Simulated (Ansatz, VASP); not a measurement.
# SiC: VASP beside Ansatz

```
Si C
1.0
     2.97880    0.00000    0.00000
    -1.48940    2.57971    0.00000
     0.00000    0.00000    5.28021
Si C
2 2
Direct
  0.33333 0.66667 0.00460
  0.66667 0.33333 0.50460
  0.33333 0.66667 0.33554
  0.66667 0.33333 0.83554
```

Alike in both runs: task single point; functional LDA; k mesh 12 × 12 × 6; occupations gaussian, width 0.05 eV; no spin polarisation.

```csv
,VASP,Ansatz
version,VASP 6.6.1,Ansatz 0.2.0
potentials or method,"VASP PAW LDA potentials, release 64 (Si, C), cutoff 520 eV","scalar-relativistic, plane waves, PAW"
valence electrons in the cell,16,16
```

VASP gave:

- gap on the k mesh at the Fermi level (eV): none
- pressure (GPa): 1.2
- traceless stress, the component that is largest in VASP (GPa): -12.01
- rms of the force components (eV/Å): 2.676

**Question.** What did Ansatz give for the same quantities?

**Answer.** gap on the k mesh at the Fermi level (eV): none; pressure (GPa): 0.8; traceless stress, the component that is largest in VASP (GPa): -11.99; rms of the force components (eV/Å): 2.681.

Ansatz warns that its potentials were made for another functional, while VASP's fit it. LDA's correlation is that of Perdew and Zunger in VASP and of Perdew and Wang (1992) in Ansatz. Atom by atom the forces differ by 0.006 eV/Å (rms over components). A gap of «none» marks a metal or a gap that the smearing closes.
